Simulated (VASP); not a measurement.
A run of VASP 6.6.1:

INCAR

```
PREC = Accurate ; ENCUT = 500
EDIFF = 1E-7 ; ISMEAR = 0
SIGMA = 0.02 ; LREAL = False
LASPH = True ; NELM = 120
ALGO = Normal ; ISIF = 4
LWAVE = False ; LCHARG = False
GGA = PE ; IVDW = 12
IBRION = 2 ; NSW = 50
EDIFFG = -0.01 ; GGA_COMPAT = False
NELMIN = 4
```

Contents of KPOINTS:

```
Automatic mesh
0
Gamma
  6 6 4
```

Contents of POSCAR:

```
CdI2
1.0
    4.1334752276      0.0000000000      0.0000000000
   -2.0667376138      3.5796945530      0.0000000000
    0.0000000000      0.0000000000      6.5453566588
Cd I
1 2
Direct
    0.0000000000      0.0000000000      0.0000000000
    0.3333333333      0.6666666667      0.2623132376
    0.6666666667      0.3333333333      0.7376867624
```

Potentials or basis: VASP PAW PBE potentials, release 64 (Cd, I).

Launch:

```bash
$ cat potpaw_PBE.64/Cd/POTCAR potpaw_PBE.64/I/POTCAR > POTCAR
$ mpirun -np 1 vasp_std > vasp.out
```

Hardware: 1 thread of Intel(R) Xeon(R) Platinum 8488C (Sapphire Rapids) (shared host).

Q: Estimate the wall time of this run.

A: Run time: 100 s on 1 thread of Intel(R) Xeon(R) Platinum 8488C (Sapphire Rapids), on a shared host, peak memory 0.23 GiB. Counts: scf iterations 47, k points 24, ion steps 6.
